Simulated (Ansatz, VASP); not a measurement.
One calculation of SrTiO3, two programs

File INCAR:

```
SYSTEM = SrTiO3
  PREC = Accurate
  ENCUT = 520
  EDIFF = 1E-6
  ISMEAR = 0
  SIGMA = 0.05
  LREAL = .False.
  LASPH = .True.
  NELM = 100
  ALGO = Normal
  ISIF = 2
  LWAVE = .False.
  LCHARG = .False.
  GGA = PE
  NBANDS = 28
```

File KPOINTS:

```
Automatic mesh
0
Gamma
  8 8 8
  0 0 0
```

Contents of POSCAR:

```
SrTiO3
1.0
    3.9954496217      0.0000000000      0.0000000000
    0.0000000000      3.9954496217      0.0000000000
    0.0000000000      0.0000000000      3.9364035682
Sr Ti O
1 1 3
Direct
    0.0000000000      0.0000000000      0.0000000000
    0.5000000000      0.5000000000      0.5000000000
    0.0000000000      0.5000000000      0.5000000000
    0.5000000000      0.0000000000      0.5000000000
    0.5000000000      0.5000000000      0.0000000000
```

Input for Ansatz:

```yaml
crystal:
  lattice:
    - [3.9954496217, 0.0, 0.0]
    - [0.0, 3.9954496217, 0.0]
    - [0.0, 0.0, 3.9364035682]
  atoms:
    - { symbol: Sr, position: [0.0, 0.0, 0.0] }
    - { symbol: Ti, position: [0.5, 0.5, 0.5] }
    - { symbol: O, position: [0.0, 0.5, 0.5] }
    - { symbol: O, position: [0.5, 0.0, 0.5] }
    - { symbol: O, position: [0.5, 0.5, 0.0] }
basis:
  ecutwfc: 420
kpoints:
  mp_grid: { grid: [8, 8, 8] }
hamiltonian:
  xc: pbe
scf:
  occupations: { method: gaussian, width: 0.05 }
output:
  forces: true
  stress: true
  eigenvalues: true
```

Change from the starting cell: strain +0.015 along x and y, +0.000 along z, atoms carried along.

Alike in both runs: task single point; functional PBE; k mesh 8 × 8 × 8; occupations gaussian, width 0.05 eV; no spin polarisation.

```csv
,VASP,Ansatz
version,VASP 6.6.1,Ansatz 0.2.0
potentials or method,"VASP PAW PBE potentials, release 64 (Sr_sv, Ti_sv, O), cutoff 520 eV","scalar-relativistic, plane waves, PAW"
valence electrons in the cell,40,40
```

Ansatz gave:

- gap on the k mesh at the Fermi level (eV): 1.76
- least direct gap on the mesh (eV): 2.14
- pressure (GPa): -4.7
- traceless stress, the component that is largest in VASP (GPa): 1.90

Estimate VASP's values.

gap on the k mesh at the Fermi level (eV): 1.73; least direct gap on the mesh (eV): 2.11; pressure (GPa): -4.1; traceless stress, the component that is largest in VASP (GPa): 1.94.
